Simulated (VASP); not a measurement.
# AlGa3N4 (Cm) in VASP: single point with r2SCAN

Aim: the single point of AlGa3N4 with r2SCAN.

Program: VASP 6.6.1. These are calculated values, not measurements. Logs are shortened: lines on timing, memory, paths and dates and some standing lists are left out, and cuts for length are marked.

## 1. The cell of the first run

It takes space group Cm (No. 8, monoclinic). Conventional cell: a = 6.318 Å, b = 6.318 Å, c = 4.468 Å, α = 90.00°, β = 90.00°, γ = 90.00°. Within 2.5 Å of Al (site symmetry m) lie 4 N at 1.90 Å. Ga (site symmetry m) has 4 N at 1.88 to 2.02 Å within 2.5 Å. Ga (site symmetry 1) has 4 N at 1.88 to 2.02 Å within 2.5 Å. Within 2.5 Å of N (site symmetry 1) lie 3 Ga at 1.88 to 2.02 Å and 1 Al at 1.90 Å. N (site symmetry m) has 3 Ga at 1.88 to 1.95 Å and 1 Al at 1.90 Å within 2.5 Å. Within 2.5 Å of N (site symmetry m) lie 1 Al at 1.90 Å and 3 Ga at 1.95 to 2.02 Å.

## 2. Single point, r2SCAN

File POSCAR:

```
AlGa3N4
1.0
    4.4676279261      0.0000000000      0.0000000000
    0.0000000000      4.4676279261      0.0000000000
    0.0000000000      0.0000000000      4.4676279261
Al Ga N
1 3 4
Direct
    0.0000000000      0.0000000000      0.0000000000
    0.5138489248      0.4861510752      0.0000000000
    0.5138489248     -0.0138489248      0.5000000000
    0.0138489248      0.4861510752      0.5000000000
    0.7550309220      0.7550309220      0.2449690780
    0.7550309220      0.2449690780      0.7550309220
    0.2449690780      0.7550309220      0.7550309220
    0.2449690780      0.2449690780      0.2449690780
```

File INCAR.step1:

```
SYSTEM = AlGa3N4
PREC = Accurate
ENCUT = 520
ISMEAR = 0
SIGMA = 0.05
LREAL = .False.
LASPH = .True.
NELM = 60
NBANDS = 41
GGA = PE
ALGO = Normal
EDIFF = 1E-4
LWAVE = .True.
LCHARG = .False.
```

File INCAR.step2:

```
SYSTEM = AlGa3N4
PREC = Accurate
ENCUT = 520
EDIFF = 1E-6
ISMEAR = 0
SIGMA = 0.05
LREAL = .False.
LASPH = .True.
NELM = 60
ALGO = Normal
ISIF = 2
LWAVE = .False.
LCHARG = .True.
METAGGA = R2SCAN
LMIXTAU = .True.
LELF = .True.
LVHAR = .True.
NBANDS = 41
ISTART = 1
```

File KPOINTS:

```
regular mesh
0
Gamma
  6 6 6
  0 0 0
```

Potentials or basis: VASP PAW PBE potentials, release 64 (Al, Ga_d, N).

Started as:

```sh
$ cat potpaw_PBE.64/Al/POTCAR potpaw_PBE.64/Ga_d/POTCAR potpaw_PBE.64/N/POTCAR > POTCAR
$ cp INCAR.step1 INCAR
$ mpirun -np 1 vasp_std > vasp.out
$ cp INCAR.step2 INCAR
$ mpirun -np 1 vasp_std > vasp.out
```

OUTCAR:

```text
SYSTEM = AlGa3N4
   PREC = Accurate
   ENCUT = 520
   EDIFF = 1E-6
   ISMEAR = 0
   LREAL = .False.
   LASPH = .True.
   NELM = 60
   ISIF = 2
   METAGGA = R2SCAN
   ISTART = 1

 ion  position               nearest neighbor table
   1  0.000  0.000  0.000-   5 1.90   6 1.90   7 1.90   8 1.90   2 3.07   3 3.12   4 3.12   3 3.12
                             4 3.12
   2  0.514  0.486  0.000-   6 1.88   5 1.95   8 1.95   7 2.02   1 3.07
   3  0.514  0.986  0.500-   5 1.88   6 1.95   7 1.95   8 2.02   1 3.12   1 3.12
   4  0.014  0.486  0.500-   8 1.88   6 1.95   7 1.95   5 2.02   1 3.12   1 3.12
   5  0.755  0.755  0.245-   3 1.88   1 1.90   2 1.95   4 2.02
   6  0.755  0.245  0.755-   2 1.88   1 1.90   3 1.95   4 1.95
   7  0.245  0.755  0.755-   1 1.90   3 1.95   4 1.95   2 2.02
   8  0.245  0.245  0.245-   4 1.88   1 1.90   2 1.95   3 2.02

  LATTYP: Found a simple cubic cell.
 ALAT       =     4.4676279261

  Lattice vectors:

 A1 = (   4.4676279261,   0.0000000000,   0.0000000000)
 A2 = (   0.0000000000,   4.4676279261,   0.0000000000)
 A3 = (   0.0000000000,   0.0000000000,   4.4676279261)

Analysis of symmetry for initial positions (statically):
=====================================================================
 Subroutine PRICEL returns:
 Original cell was already a primitive cell.

 Routine SETGRP: Setting up the symmetry group for a
 simple cubic supercell.

 Subroutine GETGRP returns: Found  2 space group operations
 (whereof  2 operations were pure point group operations)
 out of a pool of 48 trial point group operations.

The static configuration has the point symmetry C_1h.

Analysis of symmetry for dynamics (positions and initial velocities):
=====================================================================
 Subroutine PRICEL returns:
 Original cell was already a primitive cell.

 Routine SETGRP: Setting up the symmetry group for a
 simple cubic supercell.

 Subroutine GETGRP returns: Found  2 space group operations
 (whereof  2 operations were pure point group operations)
 out of a pool of 48 trial point group operations.

The dynamic configuration has the point symmetry C_1h.

 Subroutine INISYM returns: Found  2 space group operations
 (whereof  2 operations are pure point group operations),
 and found     1 'primitive' translations

----------------------------------------------------------------------------------------

                                     Primitive cell

  volume of cell :      89.1725

  direct lattice vectors                    reciprocal lattice vectors
     4.467627926  0.000000000  0.000000000     0.223832427  0.000000000  0.000000000
     0.000000000  4.467627926  0.000000000     0.000000000  0.223832427  0.000000000
     0.000000000  0.000000000  4.467627926     0.000000000  0.000000000  0.223832427

  length of vectors
     4.467627926  4.467627926  4.467627926     0.223832427  0.223832427  0.223832427

  position of ions in fractional coordinates (direct lattice)
     0.000000000  0.000000000  0.000000000
     0.513848925  0.486151075  0.000000000
     0.513848925  0.986151075  0.500000000
     0.013848925  0.486151075  0.500000000
     0.755030922  0.755030922  0.244969078
     0.755030922  0.244969078  0.755030922
     0.244969078  0.755030922  0.755030922
     0.244969078  0.244969078  0.244969078

  ion indices of the primitive-cell ions
   primitive index   ion index
                 1           1
                 2           2
                 3           3
                 4           4
                 5           5
                 6           6
                 7           7
                 8           8

----------------------------------------------------------------------------------------

 KPOINTS: regular mesh

Automatic generation of k-mesh.
 Grid dimensions read from file:
 generate k-points for:    6    6    6

 Generating k-lattice:

  Cartesian coordinates                     Fractional coordinates (reciprocal lattice)
     0.037305404  0.000000000  0.000000000     0.166666667  0.000000000  0.000000000
     0.000000000  0.037305404  0.000000000     0.000000000  0.166666667  0.000000000
     0.000000000  0.000000000  0.037305404     0.000000000  0.000000000  0.166666667

  Length of vectors
     0.037305404  0.037305404  0.037305404

  Shift w.r.t. Gamma in fractional coordinates (k-lattice)
     0.000000000  0.000000000  0.000000000

 Subroutine IBZKPT returns following result:
 ===========================================

 Found     68 irreducible k-points:

 Following reciprocal coordinates:
            Coordinates               Weight
  0.000000  0.000000  0.000000      1.000000
  0.166667  0.000000  0.000000      4.000000
  0.000000  0.000000  0.166667      2.000000
  0.333333  0.000000  0.000000      4.000000
  0.000000  0.000000  0.333333      2.000000
  0.500000  0.000000  0.000000      2.000000
[... 16 lines left out ...]
  0.333333  0.000000  0.333333      4.000000
 -0.333333  0.333333  0.000000      2.000000
 [... further k-points ...]
   k-points           NKPTS =     68   k-points in BZ     NKDIM =     68   number of bands    NBANDS=     41
   number of dos      NEDOS =    301   number of ions     NIONS =      8
   total plane-waves  NPLWV =  46656
   dimension x,y,z NGX =    36 NGY =   36 NGZ =   36
   dimension x,y,z NGXF=    72 NGYF=   72 NGZF=   72
   ions per type =               1   3   4
   NGX,Y,Z   is equivalent  to a cutoff of  13.40, 13.40, 13.40 a.u.
   NGXF,Y,Z  is equivalent  to a cutoff of  26.79, 26.79, 26.79 a.u.
 SYSTEM =  AlGa3N4
   PREC   = accura    normal or accurate (medium, high low for compatibility)
   ISTART =      1    job   : 0-new  1-cont  2-samecut
   ICHARG =      0    charge: 1-file 2-atom 10-const
   ISPIN  =      1    spin polarized calculation?
   LNONCOLLINEAR =      F non collinear calculations
   LSORBIT =      F    spin-orbit coupling
   LASPH  =      T    aspherical Exc in radial PAW
   ENCUT  =  520.0 eV  38.22 Ry    6.18 a.u.   8.31  8.31  8.31*2*pi/ulx,y,z
   NELM   =     60;   NELMIN=  2; NELMDL=  0     # of ELM steps
   EDIFF  = 0.1E-05   stopping-criterion for ELM
   LREAL  =      F    real-space projection
   EDIFFG = 0.1E-04   stopping-criterion for IOM
   NSW    =      0    number of steps for IOM
   IBRION =     -1    ionic relax: 0-MD 1-quasi-New 2-CG
   NFREE  =      0    steps in history (QN), initial steepest desc. (CG)
   ISIF   =      2    stress and relaxation
   ISYM   =      2    0-nonsym 1-usesym 2-fastsym
   POTIM  = 0.5000    time-step for ionic-motion
   TEBEG  =    0.0;   TEEND  =   0.0 temperature during run
   PSTRESS=    0.0 pullay stress
   NELECT =      62.0000    total number of electrons
   NUPDOWN=      -1.0000    fix difference up-down
   EMIN   =  10.00;   EMAX   =-10.00  energy-range for DOS
   EFERMI =   0.00;   METHOD = LEGACY
   ISMEAR =     0;   SIGMA  =   0.05  broadening in eV -4-tet -1-fermi 0-gaus
   EFERMI_NEDOS =   21; number of points for ismear=-14 and -15
   IALGO  =     38    algorithm
   IMIX   =      4    mixing-type and parameters
     AMIX     =   0.40;   BMIX     =  1.00
     AMIX_MAG =   1.60;   BMIX_MAG =  1.00
  volume/ion in A,a.u.               =      11.15        75.22
  Fermi-wavevector in a.u.,A,eV,Ry     =   1.450313  2.740694 28.618599  2.103408
  Thomas-Fermi vector in A             =   2.567939
   LORBIT       =      0    0 simple, 1 ext, 2 COOP (PROOUT), +10 PAW based schemes
   METAGGA = R2SCAN    functional components
   LHFCALC =     F    Hartree Fock is set to
   AEXX    =    0.0000 exact exchange contribution
   IVDW    =     0    specifies the selected vdW correction
   LEPSILON=     F    determine dielectric tensor
   LRPA    =     F    only Hartree local field effects (RPA)
 non-spin polarized calculation
 Gauss-broadening in eV      SIGMA  =   0.05
  energy-cutoff  :      520.00
  volume of cell :       89.17
 maximum number of plane-waves:      2469
 NGX is ok and might be reduce to    36
   NGX = 17   NGY = 17   NGZ = 17

 number of electron      61.9999963 magnetization

 Free energy of the ion-electron system (eV)
  ---------------------------------------------------
  ext. energy  EPLUGINS =         0.00000000
  ---------------------------------------------------
  free energy    TOTEN  =       -84.69296758 eV

  energy without entropy =      -84.69296758  energy(sigma->0) =      -84.69296758

 E-fermi :   5.6021     XC(G=0): -12.3722

 val. band max:        5.3260675495   @ k =   0.0000   0.0000   0.0000
 cond. band min:       7.9576990058   @ k =   0.0000   0.0000   0.0000
 fundamental gap:      2.6316314563
 Fermi energy:         5.6021355323

 k-point     1 :       0.0000    0.0000    0.0000
  band No.  band energies     occupation
      1     -11.3535      2.00000
      2     -10.0764      2.00000
      3      -9.9618      2.00000
      4      -9.7874      2.00000
      5      -8.3630      2.00000
      6      -8.3447      2.00000
[... 33 lines left out ...]
     40      16.7784      0.00000
     41      16.9356      0.00000

 k-point     2 :       0.1667    0.0000    0.0000
  band No.  band energies     occupation
      1     -11.2452      2.00000
      2     -10.0944      2.00000
      3      -9.9871      2.00000
      4      -9.7985      2.00000
      5      -8.3617      2.00000
      6      -8.3452      2.00000
[... 33 lines left out ...]
     40      16.9594      0.00000
     41      17.1318      0.00000

 k-point     3 :       0.0000    0.0000    0.1667
  band No.  band energies     occupation
      1     -11.2437      2.00000
      2     -10.1106      2.00000
      3      -9.9638      2.00000
      4      -9.8071      2.00000
      5      -8.3641      2.00000
      6      -8.3407      2.00000
[... 875 lines left out ...]
      2     -10.2444      2.00000
      3     -10.0628      2.00000
      4      -9.8775      2.00000
      5      -8.3499      2.00000
      6      -8.3271      2.00000
[... 33 lines left out ...]
     40      15.9607      0.00000
     41      16.0101      0.00000

 k-point    24 :      -0.3333    0.3333    0.0000
  band No.  band energies     occupation
      1     -10.6846      2.00000
      2     -10.1938      2.00000
      3     -10.1086      2.00000
      4      -9.8798      2.00000
      5      -8.3449      2.00000
      6      -8.3263      2.00000
[... 33 lines left out ...]
     40      15.7238      0.00000
     41      16.0251      0.00000

 [... further k-points ...]
[... 5 lines left out ...]
  --------------------------------------------------------------------------------------
  -------------------------------------------------------------------------------------
  Total        0.4853341      0.4853341      0.7721449     -0.4588721      1.6974463     -1.6975059
  in kB        8.7200778      8.7200778     13.8732555     -8.2446318     30.4983004    -30.4993706
  external PRESSURE =      10.4378037 kB  Pullay stress =       0.0000000 kB

 VOLUME and BASIS-vectors are now :
 -----------------------------------------------------------------------------
  energy-cutoff  :      520.00
  volume of cell :       89.17
      direct lattice vectors                 reciprocal lattice vectors
     4.467627926  0.000000000  0.000000000     0.223832427  0.000000000  0.000000000
     0.000000000  4.467627926  0.000000000     0.000000000  0.223832427  0.000000000
     0.000000000  0.000000000  4.467627926     0.000000000  0.000000000  0.223832427

 POSITION                                       TOTAL-FORCE (eV/Angst)
 -----------------------------------------------------------------------------------
      0.00000      0.00000      0.00000         0.356728     -0.356728      0.007817
      2.29569      2.17194      0.00000        -1.119296      1.119296      0.209485
      2.29569      4.40576      2.23381        -1.115880      0.557740      0.208910
      0.06187      2.17194      2.23381        -0.557740      1.115880      0.208910
      3.37320      3.37320      1.09443         0.817770     -0.656221     -0.282764
      3.37320      1.09443      3.37320         0.640918     -0.640918     -0.299311
      1.09443      3.37320      3.37320         0.321279     -0.321279      0.229718
      1.09443      1.09443      1.09443         0.656221     -0.817770     -0.282764
 -----------------------------------------------------------------------------------
    total drift:                               -0.000259      0.000259     -0.003114

  FREE ENERGIE OF THE ION-ELECTRON SYSTEM (eV)
  ---------------------------------------------------
  free  energy   TOTEN  =       -84.6929675795 eV

  energy  without entropy=      -84.6929675795  energy(sigma->0) =      -84.69296758
```

Wall time 23 min (1 thread of Oxide Virtual Turin-like, shared host); peak memory 0.31 GiB.

Results:

```
Free energy            : -84.6930 eV
Pressure               : 1.0 GPa
Largest force          : 1.597 eV/Å
Band gap on the k mesh : 2.63 eV
```

Forces in eV/Å, atoms in the order of the input:
```
Al   0.357 -0.357  0.008
Ga  -1.119  1.119  0.209
Ga  -1.116  0.558  0.209
Ga  -0.558  1.116  0.209
N    0.818 -0.656 -0.283
N    0.641 -0.641 -0.299
N    0.321 -0.321  0.230
N    0.656 -0.818 -0.283
```

Levels at points of the mesh, in eV from the valence-band top:
```tsv
k point	band 29	band 30	band 31	band 32	band 33	band 34
(0.00, 0.00, 0.00)	-0.30	-0.14	0.00	2.63	3.55	3.75
(0.50, 0.00, 0.00)	-1.67	-1.50	-1.17	5.22	5.44	6.52
(0.00, 0.00, 0.50)	-1.64	-1.35	-1.33	5.27	5.36	6.61
(0.50, 0.50, 0.00)	-1.11	-1.05	-0.75	7.16	7.31	7.35
(0.00, 0.50, 0.50)	-1.13	-1.11	-0.67	7.15	7.31	7.34
(0.50, 0.50, 0.50)	-0.82	-0.63	-0.59	5.31	5.40	5.50
```

Caveat: the PAW data sets were made with another functional, which shifts forces and pressure a little.
